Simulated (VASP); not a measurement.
GaN (kpbe), 2 atoms in the cell. The structure is cubic, space group F-43m (No. 216). Conventional cell: a = 4.507 Å, b = 4.507 Å, c = 4.507 Å, α = 90.00°, β = 90.00°, γ = 90.00°. Within 2.6 Å of Ga (site symmetry -43m) lie 4 N at 1.95 Å. N (site symmetry -43m) has 4 Ga at 1.95 Å within 2.6 Å. 

| Item | Value |
| --- | --- |
| Program | VASP 6.6.1 |
| Task | relaxation of cell and atoms |
| Functional | PBE |
| Potentials or basis | VASP PAW PBE potentials, release 64 (Ga_d, N) |
| Cutoff | 600 eV |
| k mesh | 10 × 10 × 10 |
| Occupations | gaussian, width 0.02 eV |
| Spin | no spin polarisation |
| Dipole correction | no |
| Further INCAR settings | ALGO = Normal; EDIFF = 1e-06; IBRION = 2; EDIFFG = -0.002; NSW = 100; ISIF = 3 |

Potentials or basis: VASP PAW PBE potentials, release 64 (Ga_d, N).

Run with:

```sh
$ cat potpaw_PBE.64/Ga_d/POTCAR potpaw_PBE.64/N/POTCAR > POTCAR
$ mpirun -np 1 vasp_std > vasp.out
```

Hardware: 1 thread of Intel(R) Xeon(R) 6975P-C (Granite Rapids), on a shared host.

Task: Estimate the wall time of this run.

Result: It took 65 s on 1 thread of Intel(R) Xeon(R) 6975P-C (Granite Rapids), on a shared host, peak memory 0.17 GiB. Counts: scf iterations 81, k points 47, ion steps 27.
